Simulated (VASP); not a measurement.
# Ta2N (P-3m1) in VASP: notebook

Aim: see how the results for Ta2N move with the level of theory and the settings. Levels: LDA, PBE. Tasks: relaxation of cell and atoms, single point.

Program: VASP 6.6.1. These are calculated values, not measurements. Logs are shortened: lines on timing, memory, paths and dates and some standing lists are left out, and cuts for length are marked.

## (1) The cell of the first run

It takes space group P-3m1 (No. 164, trigonal). Conventional cell: a = 3.113 Å, b = 3.113 Å, c = 4.870 Å, α = 90.00°, β = 90.00°, γ = 120.00°. Within 2.9 Å of Ta (site symmetry 3m) lie 3 N at 2.18 Å. Within 2.9 Å of N (site symmetry -3m) lie 6 Ta at 2.18 Å.

## (2) Relaxation of cell and atoms, LDA

Contents of INCAR:

```
SYSTEM = Ta2N
  PREC = Accurate
  ENCUT = 600
  EDIFF = 1E-7
  ISMEAR = -1
  SIGMA = 0.05
  LREAL = .False.
  LASPH = .True.
  NELM = 80
  ALGO = Normal
  ISIF = 3
  LWAVE = .False.
  LCHARG = .False.
  GGA = CA
  IBRION = 2
  NSW = 60
  EDIFFG = -0.01
```

Contents of KPOINTS:

```
Automatic mesh
0
Gamma
  10 10 6
  0 0 0
```

Contents of POSCAR:

```
Ta2N
1.0
    3.1128615060      0.0000000000      0.0000000000
   -1.5564307530      2.6958171426      0.0000000000
    0.0000000000      0.0000000000      4.8698410000
Ta N
2 1
Direct
    0.3333333333      0.6666666667      0.2547110000
    0.6666666667      0.3333333333      0.7452890000
    0.0000000000      0.0000000000      0.0000000000
```

Potentials or basis: VASP PAW LDA potentials, release 64 (Ta_pv, N).

Run with:

```
> cat potpaw_LDA.64/Ta_pv/POTCAR potpaw_LDA.64/N/POTCAR > POTCAR
> mpirun -np 1 vasp_std > vasp.out
```

OUTCAR:

```text
SYSTEM = Ta2N
   PREC = Accurate
   ENCUT = 600
   EDIFF = 1E-7
   ISMEAR = -1
   LREAL = .False.
   LASPH = .True.
   NELM = 80
   ISIF = 3
   GGA = CA
   IBRION = 2
   NSW = 60
   EDIFFG = -0.01

 ion  position               nearest neighbor table
   1  0.333  0.667  0.255-   3 2.18   3 2.18   3 2.18   2 2.99   2 2.99   2 2.99   2 3.06   2 3.06
                             2 3.06
   2  0.667  0.333  0.745-   3 2.18   3 2.18   3 2.18   1 2.99   1 2.99   1 2.99   1 3.06   1 3.06
                             1 3.06
   3  0.000  0.000  0.000-   1 2.18   2 2.18   1 2.18   2 2.18   2 2.18   1 2.18

  LATTYP: Found a hexagonal cell.
 ALAT       =     3.1128615060
 C/A-ratio  =     1.5644258476

  Lattice vectors:

 A1 = (   3.1128615060,   0.0000000000,   0.0000000000)
 A2 = (  -1.5564307530,   2.6958171426,   0.0000000000)
 A3 = (   0.0000000000,   0.0000000000,   4.8698410000)

Analysis of symmetry for initial positions (statically):
=====================================================================
 Subroutine PRICEL returns:
 Original cell was already a primitive cell.

 Routine SETGRP: Setting up the symmetry group for a
 hexagonal supercell.

 Subroutine GETGRP returns: Found 12 space group operations
 (whereof 12 operations were pure point group operations)
 out of a pool of 24 trial point group operations.

The static configuration has the point symmetry D_3d.

Analysis of symmetry for dynamics (positions and initial velocities):
=====================================================================
 Subroutine PRICEL returns:
 Original cell was already a primitive cell.

 Routine SETGRP: Setting up the symmetry group for a
 hexagonal supercell.

 Subroutine GETGRP returns: Found 12 space group operations
 (whereof 12 operations were pure point group operations)
 out of a pool of 24 trial point group operations.

The dynamic configuration has the point symmetry D_3d.

 Subroutine INISYM returns: Found 12 space group operations
 (whereof 12 operations are pure point group operations),
 and found     1 'primitive' translations

----------------------------------------------------------------------------------------

                                     Primitive cell

  volume of cell :      40.8663

  direct lattice vectors                    reciprocal lattice vectors
     3.112861506  0.000000000  0.000000000     0.321247829  0.185472520  0.000000000
    -1.556430753  2.695817143  0.000000000     0.000000000  0.370945041  0.000000000
     0.000000000  0.000000000  4.869841000     0.000000000  0.000000000  0.205345513

  length of vectors
     3.112861506  3.112861506  4.869841000     0.370945041  0.370945041  0.205345513

  position of ions in fractional coordinates (direct lattice)
     0.333333333  0.666666667  0.254711000
     0.666666667  0.333333333  0.745289000
     0.000000000  0.000000000  0.000000000

  ion indices of the primitive-cell ions
   primitive index   ion index
                 1           1
                 2           2
                 3           3

----------------------------------------------------------------------------------------

 KPOINTS: Automatic mesh

Automatic generation of k-mesh.
 Grid dimensions read from file:
 generate k-points for:   10   10    6

 Generating k-lattice:

  Cartesian coordinates                     Fractional coordinates (reciprocal lattice)
     0.032124783  0.018547252  0.000000000     0.100000000  0.000000000  0.000000000
     0.000000000  0.037094504  0.000000000     0.000000000  0.100000000  0.000000000
     0.000000000  0.000000000  0.034224252     0.000000000  0.000000000  0.166666667

  Length of vectors
     0.037094504  0.037094504  0.034224252

  Shift w.r.t. Gamma in fractional coordinates (k-lattice)
     0.000000000  0.000000000  0.000000000

 Subroutine IBZKPT returns following result:
 ===========================================

 Found     72 irreducible k-points:

 Following reciprocal coordinates:
            Coordinates               Weight
  0.000000  0.000000  0.000000      1.000000
  0.100000 -0.000000  0.000000      6.000000
  0.200000 -0.000000  0.000000      6.000000
  0.300000 -0.000000  0.000000      6.000000
  0.400000 -0.000000  0.000000      6.000000
  0.500000  0.000000  0.000000      3.000000
[... 16 lines left out ...]
  0.000000  0.400000  0.166667      6.000000
  0.500000  0.000000  0.166667      6.000000
 [... further k-points ...]
   k-points           NKPTS =     72   k-points in BZ     NKDIM =     72   number of bands    NBANDS=     17
   number of dos      NEDOS =    301   number of ions     NIONS =      3
   total plane-waves  NPLWV =  31360
   dimension x,y,z NGX =    28 NGY =   28 NGZ =   40
   dimension x,y,z NGXF=    56 NGYF=   56 NGZF=   80
   ions per type =               2   1
   NGX,Y,Z   is equivalent  to a cutoff of  14.95, 14.95, 13.66 a.u.
   NGXF,Y,Z  is equivalent  to a cutoff of  29.91, 29.91, 27.31 a.u.
 SYSTEM =  Ta2N
   PREC   = accura    normal or accurate (medium, high low for compatibility)
   ISTART =      0    job   : 0-new  1-cont  2-samecut
   ICHARG =      2    charge: 1-file 2-atom 10-const
   ISPIN  =      1    spin polarized calculation?
   LNONCOLLINEAR =      F non collinear calculations
   LSORBIT =      F    spin-orbit coupling
   LASPH  =      T    aspherical Exc in radial PAW
   ENCUT  =  600.0 eV  44.10 Ry    6.64 a.u.   6.22  6.22  9.73*2*pi/ulx,y,z
   NELM   =     80;   NELMIN=  2; NELMDL= -5     # of ELM steps
   EDIFF  = 0.1E-06   stopping-criterion for ELM
   LREAL  =      F    real-space projection
   EDIFFG = -.1E-01   stopping-criterion for IOM
   NSW    =     60    number of steps for IOM
   IBRION =      2    ionic relax: 0-MD 1-quasi-New 2-CG
   NFREE  =      1    steps in history (QN), initial steepest desc. (CG)
   ISIF   =      3    stress and relaxation
   ISYM   =      2    0-nonsym 1-usesym 2-fastsym
   POTIM  = 0.5000    time-step for ionic-motion
   TEBEG  =    0.0;   TEEND  =   0.0 temperature during run
   PSTRESS=    0.0 pullay stress
   NELECT =      27.0000    total number of electrons
   NUPDOWN=      -1.0000    fix difference up-down
   EMIN   =  10.00;   EMAX   =-10.00  energy-range for DOS
   EFERMI =   0.00;   METHOD = LEGACY
   ISMEAR =    -1;   SIGMA  =   0.05  broadening in eV -4-tet -1-fermi 0-gaus
   EFERMI_NEDOS =   21; number of points for ismear=-14 and -15
   IALGO  =     38    algorithm
   IMIX   =      4    mixing-type and parameters
     AMIX     =   0.40;   BMIX     =  1.00
     AMIX_MAG =   1.60;   BMIX_MAG =  1.00
  volume/ion in A,a.u.               =      13.62        91.93
  Fermi-wavevector in a.u.,A,eV,Ry     =   1.425852  2.694469 27.661374  2.033054
  Thomas-Fermi vector in A             =   2.546192
   LORBIT       =      0    0 simple, 1 ext, 2 COOP (PROOUT), +10 PAW based schemes
   GGA     = CA    functional components
   LHFCALC =     F    Hartree Fock is set to
   AEXX    =    0.0000 exact exchange contribution
   IVDW    =     0    specifies the selected vdW correction
   LEPSILON=     F    determine dielectric tensor
   LRPA    =     F    only Hartree local field effects (RPA)
 conjugate gradient relaxation of ions
 non-spin polarized calculation
  energy-cutoff  :      600.00
  volume of cell :       40.87
 maximum number of plane-waves:      1387
 NGX is ok and might be reduce to    28
   NGX = 13   NGY = 13   NGZ = 19

--------------------------------------- Ionic step        1  -------------------------------------------

 number of electron      26.9999999 magnetization

 Free energy of the ion-electron system (eV)
  ---------------------------------------------------
  ext. energy  EPLUGINS =         0.00000000
  ---------------------------------------------------
  free energy    TOTEN  =       -37.57693273 eV

  energy without entropy =      -37.56315952  energy(sigma->0) =      -37.57004613

------------------------ aborting loop because EDIFF is reached ----------------------------------------

  FORCE on cell =-STRESS in cart. coord.  units (eV):
  Direction    XX          YY          ZZ          XY          YZ          ZX
  --------------------------------------------------------------------------------------
  -------------------------------------------------------------------------------------
  Total       -3.3895240     -3.3895240     -3.3556241      0.0000000      0.0000000     -0.0000000
  in kB     -132.8875487   -132.8875487   -131.5584888      0.0000000      0.0000000     -0.0000000
  external PRESSURE =    -132.4445287 kB  Pullay stress =       0.0000000 kB
[... 92 lines left out ...]
  FREE ENERGIE OF THE ION-ELECTRON SYSTEM (eV)
  ---------------------------------------------------
  free  energy   TOTEN  =       -37.6571175774 eV

  energy  without entropy=      -37.6439821511  energy(sigma->0) =      -37.65054986

[... ionic steps 4 to 7 ...]

--------------------------------------- Ionic step        8  -------------------------------------------

 number of electron      27.0000001 magnetization

------------------------ aborting loop because EDIFF is reached ----------------------------------------

  FORCE on cell =-STRESS in cart. coord.  units (eV):
  Direction    XX          YY          ZZ          XY          YZ          ZX
  --------------------------------------------------------------------------------------
  -------------------------------------------------------------------------------------
  Total       -0.0052689     -0.0052689     -0.0712654      0.0000000     -0.0000000      0.0000000
  in kB       -0.2160083     -0.2160083     -2.9216613      0.0000000     -0.0000000      0.0000000
  external PRESSURE =      -1.1178926 kB  Pullay stress =       0.0000000 kB
[... 59 lines left out ...]
  energy  without entropy=      -37.6447079239  energy(sigma->0) =      -37.65109945

--------------------------------------- Ionic step       10  -------------------------------------------

 number of electron      27.0000001 magnetization

 Free energy of the ion-electron system (eV)
  ---------------------------------------------------
  ext. energy  EPLUGINS =         0.00000000
  ---------------------------------------------------
  free energy    TOTEN  =       -37.65752297 eV

  energy without entropy =      -37.64476415  energy(sigma->0) =      -37.65114356

 E-fermi :   7.7393     XC(G=0): -13.2781

 val. band max:        7.7287535715   @ k =   0.0000   0.3000   0.3333
 cond. band min:       7.7506339728   @ k =   0.0000   0.3000   0.1667
 fundamental gap:      0.0218804013
 Fermi energy:         7.7393109777

 k-point     1 :       0.0000    0.0000    0.0000
  band No.  band energies     occupation
      1     -27.7569      2.00000
      2     -26.8915      2.00000
      3     -26.8915      2.00000
      4     -26.7440      2.00000
      5     -26.7440      2.00000
      6     -26.6081      2.00000
[... 9 lines left out ...]
     16       7.9842      0.01480
     17       8.1282      0.00084
[... 443 lines left out ...]
      1     -27.6789      2.00000
      2     -27.4585      2.00000
      3     -27.1678      2.00000
      4     -27.1058      2.00000
      5     -26.8592      2.00000
      6     -26.8479      2.00000
[... 9 lines left out ...]
     16      11.3298      0.00000
     17      11.5240      0.00000

 [... further k-points ...]
[... 5 lines left out ...]
  --------------------------------------------------------------------------------------
  -------------------------------------------------------------------------------------
  Total        0.0206079      0.0206079     -0.0278845      0.0000000      0.0000000      0.0000000
  in kB        0.8449729      0.8449729     -1.1433301      0.0000000      0.0000000      0.0000000
  external PRESSURE =       0.1822052 kB  Pullay stress =       0.0000000 kB
[... 18 lines left out ...]
  FREE ENERGIE OF THE ION-ELECTRON SYSTEM (eV)
  ---------------------------------------------------
  free  energy   TOTEN  =       -37.6575229720 eV

  energy  without entropy=      -37.6447641536  energy(sigma->0) =      -37.65114356

 reached required accuracy - stopping structural energy minimisation
```

Wall time 4.4 min (1 thread of Intel Xeon Platinum 8375C at 2.90GHz (Ice Lake), shared host); peak memory 0.21 GiB.

What came out:

```yaml
Free_energy: -37.6575 eV
Relaxed_volume: 13.03 Å³/atom
Relaxed_cell: a = 3.069 Å, b = 3.069 Å, c = 4.790 Å, α = 90.00°, β = 90.00°, γ = 120.00°
Space_group_after_relaxing_to_0.05_Å: P-3m1 (No. 164)
Energy_gained_by_relaxing: 26.9 meV/atom
Ionic_steps: 10
Pressure_after_relaxing: 0.0 GPa
Largest_force_after_relaxing: 0.007 eV/Å
```

Forces in eV/Å, atoms in the order of the input:
```
Ta   0.000  0.000  0.007
Ta   0.000  0.000 -0.007
N    0.000  0.000  0.000
```

The path:
```csv
step,energy change (eV),largest force (eV/Å),pressure (GPa),volume (Å³)
1,0.0000,0.4044,-13.24,40.87
2,0.5861,1.5081,51.61,34.56
3,-0.0802,0.0612,-0.67,39.13
4,-0.0804,0.0440,-0.07,39.06
5,-0.0804,0.0356,0.20,39.02
6,-0.0804,0.0261,-0.33,39.10
7,-0.0805,0.0280,-0.22,39.08
8,-0.0805,0.0085,-0.11,39.08
9,-0.0806,0.0126,-0.01,39.08
10,-0.0806,0.0072,0.02,39.08
```

Final structure:
```
Ta N
1.0
     3.06905    0.00000    0.00000
    -1.53453    2.65788    0.00000
     0.00000    0.00000    4.79030
Ta N
2 1
Direct
  0.33333 0.66667 0.25293
  0.66667 0.33333 0.74707
  0.00000 0.00000 0.00000
```

Caveat: spin-orbit coupling is left out, which moves the levels of the heavy elements.

## (3) Single point, PBE, non-collinear spin, zero start, spin-orbit coupling

Contents of INCAR:

```
SYSTEM = Ta2N
  PREC = Accurate
  ENCUT = 520
  EDIFF = 1E-7
  ISMEAR = -1
  SIGMA = 0.05
  LREAL = .False.
  LASPH = .True.
  NELM = 150
  ALGO = Normal
  ISIF = 2
  LWAVE = .False.
  LCHARG = .True.
  LNONCOLLINEAR = .True.
  MAGMOM = 0 0 0 0 0 0 0 0 0
  LORBIT = 11
  LSORBIT = .True.
  GGA_COMPAT = .False.
  LORBMOM = .True.
  LMAXMIX = 4
  GGA = PE
  LVHAR = .True.
  NBANDS = 40
```

Contents of KPOINTS:

```
Automatic mesh
0
Gamma
  7 7 5
  0 0 0
```

POSCAR is that of step 2.

Potentials or basis: VASP PAW PBE potentials, release 64 (Ta_pv, N).

Run with:

```
> cat potpaw_PBE.64/Ta_pv/POTCAR potpaw_PBE.64/N/POTCAR > POTCAR
> mpirun -np 1 vasp_ncl > vasp.out
```

OUTCAR:

```text
SYSTEM = Ta2N
   PREC = Accurate
   ENCUT = 520
   EDIFF = 1E-7
   ISMEAR = -1
   LREAL = .False.
   LASPH = .True.
   NELM = 150
   ISIF = 2
   LNONCOLLINEAR = .True.
   LORBIT = 11
   LSORBIT = .True.
   GGA = PE

 ion  position               nearest neighbor table
   1  0.333  0.667  0.255-   3 2.18   3 2.18   3 2.18   2 2.99   2 2.99   2 2.99   2 3.06   2 3.06
                             2 3.06
   2  0.667  0.333  0.745-   3 2.18   3 2.18   3 2.18   1 2.99   1 2.99   1 2.99   1 3.06   1 3.06
                             1 3.06
   3  0.000  0.000  0.000-   1 2.18   2 2.18   1 2.18   2 2.18   2 2.18   1 2.18

  LATTYP: Found a hexagonal cell.
 ALAT       =     3.1128615060
 C/A-ratio  =     1.5644258476

  Lattice vectors:

 A1 = (   3.1128615060,   0.0000000000,   0.0000000000)
 A2 = (  -1.5564307530,   2.6958171426,   0.0000000000)
 A3 = (   0.0000000000,   0.0000000000,   4.8698410000)

Analysis of symmetry for initial positions (statically):
=====================================================================
 Subroutine PRICEL returns:
 Original cell was already a primitive cell.

 Routine SETGRP: Setting up the symmetry group for a
 hexagonal supercell.

 Subroutine GETGRP returns: Found 12 space group operations
 (whereof 12 operations were pure point group operations)
 out of a pool of 24 trial point group operations.
[... 1279 lines left out ...]
     0.0000000     0.0000000     0.0000000     0.0000000     0.0000000     0.0000000     0.0000000
     0.0000000     0.0000000     0.0000000     0.0000000     0.0000000     0.0000000     0.0000000
     0.0000000     0.0000000     0.0000000     0.0000000     0.0000000     0.0000000     0.0000000
[... 29 lines left out ...]
 l=   2
     0.0000000     0.0000000     0.0000000     0.0000000     0.0000000
     0.0000000     0.0000000     0.0000000     0.0000000     0.0000000
     0.0000000     0.0000000     0.0000000     0.0000000     0.0000000
     0.0000000     0.0000000     0.0000000     0.0000000     0.0000000
     0.0000000     0.0000000     0.0000000     0.0000000     0.0000000
 l=   3
     0.0000000     0.0000000     0.0000000     0.0000000     0.0000000     0.0000000     0.0000000
     0.0000000     0.0000000     0.0000000     0.0000000     0.0000000     0.0000000     0.0000000
     0.0000000     0.0000000     0.0000000     0.0000000     0.0000000     0.0000000     0.0000000
     0.0000000     0.0000000     0.0000000     0.0000000     0.0000000     0.0000000     0.0000000
     0.0000000     0.0000000     0.0000000     0.0000000     0.0000000     0.0000000     0.0000000
     0.0000000     0.0000000     0.0000000     0.0000000     0.0000000     0.0000000     0.0000000
     0.0000000     0.0000000     0.0000000     0.0000000     0.0000000     0.0000000     0.0000000

 total charge

# of ion       s       p       d       tot
------------------------------------------
    1        0.311   6.219   2.356   8.887
    2        0.311   6.219   2.356   8.887
    3        1.244   2.502   0.000   3.746
--------------------------------------------------
tot          1.867  14.941   4.712  21.520

 magnetization (x)

# of ion       s       p       d       tot
------------------------------------------
    1        0.000   0.000   0.000   0.000
    2        0.000   0.000   0.000   0.000
    3        0.000   0.000   0.000   0.000
--------------------------------------------------
tot          0.000   0.000   0.000   0.000

 magnetization (y)

# of ion       s       p       d       tot
------------------------------------------
    1        0.000  -0.000  -0.000  -0.000
    2        0.000   0.000  -0.000  -0.000
    3        0.000   0.000   0.000   0.000
--------------------------------------------------
tot          0.000   0.000  -0.000  -0.000

 magnetization (z)

# of ion       s       p       d       tot
------------------------------------------
    1        0.000   0.000   0.000   0.000
    2        0.000   0.000   0.000   0.000
    3        0.000  -0.000   0.000  -0.000
--------------------------------------------------
tot          0.000  -0.000   0.000  -0.000
```

stdout:

```text
POSCAR found type information on POSCAR TaN
 POSCAR found :  2 types and       3 ions
 scaLAPACK will be used
 LDA part: xc-table for (Slater+PW92), standard interpolation
 POSCAR, INCAR and KPOINTS ok, starting setup
 FFT: planning ... GRIDC
 FFT: planning ... GRID_SOFT
 FFT: planning ... GRID
 WAVECAR not read
 entering main loop
```

Wall time 88 s (1 thread of Intel Xeon Platinum 8375C at 2.90GHz (Ice Lake), shared host); peak memory 0.28 GiB.

What came out:

- Free energy: -35.7517 eV
- Pressure: -0.4 GPa
- Largest force: 0.065 eV/Å
- Net moment: 0.00 μB per cell
- Valence electrons inside the program's atomic spheres: Ta 8.89; N 3.75

Forces on the atoms (eV/Å):
```
Ta   0.000  0.000  0.065
Ta   0.000  0.000 -0.065
N    0.000  0.000  0.000
```

Moments on the atoms (μB; x, y, z):
```
Ta  0.00 0.00 0.00
Ta  0.00 0.00 0.00
N   0.00 0.00 0.00
```
